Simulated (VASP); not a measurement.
Write the native input for VASP 6.6.1 that does the following.

```yaml
Task: single point
Functional: PBE
Potentials_or_basis: VASP PAW PBE potentials, release 64 (Sc_sv, Al)
Cutoff: 520 eV
k_mesh: 14 × 14 × 14
Occupations: gaussian, width 0.1 eV
Spin: no spin polarisation
Dipole_correction: no
Further_INCAR_settings: ALGO = Fast; EDIFF = 1e-06; NBANDS = 18
```

The structure of ScAl3 lies in POSCAR:

```
ScAl3
1.0
   -2.0716219309      2.0716219309      4.5729679994
    2.0716219309     -2.0716219309      4.5729679994
    2.0716219309      2.0716219309     -4.5729679994
Sc Al
1 3
Direct
    0.0000000000      0.0000000000      0.0000000000
    0.7500000000      0.2500000000      0.5000000000
    0.2500000000      0.7500000000      0.5000000000
    0.5000000000      0.5000000000      0.0000000000
```

The input as run:

INCAR

```
SYSTEM = ScAl3
PREC     = Accurate       ! precision mode
ENCUT    = 520            ! plane-wave cutoff, eV
EDIFF    = 1E-6           ! SCF threshold, eV
ISMEAR   = 0              ! smearing method
SIGMA    = 0.1            ! smearing width, eV
LREAL    = .FALSE.        ! projectors in reciprocal space
LASPH    = .TRUE.         ! aspherical terms in the spheres
NELM     = 100            ! most SCF steps
ALGO     = Fast           ! electronic algorithm
ISIF     = 2              ! what is computed and relaxed
LWAVE    = .FALSE.        ! write WAVECAR
LCHARG   = .FALSE.        ! write CHGCAR
GGA      = PE             ! functional
NBANDS   = 18             ! bands
```

KPOINTS

```
Automatic mesh
0
G
  14 14 14
  0 0 0
```

Potentials or basis: VASP PAW PBE potentials, release 64 (Sc_sv, Al).

Command:

```sh
$ cat potpaw_PBE.64/Sc_sv/POTCAR potpaw_PBE.64/Al/POTCAR > POTCAR
$ mpirun -np 1 vasp_std > vasp.out
```

It gave:

```json
{"Pressure": "-6.4 GPa", "Band gap on the k mesh": "zero (bands 10 and 11 overlap by 2.03 eV)"}
```

Caveat: the cell stands under tension.

It took 4 min on 1 thread of Intel(R) Xeon(R) 6975P-C (Granite Rapids), with other jobs on the host, peak memory 0.48 GiB.
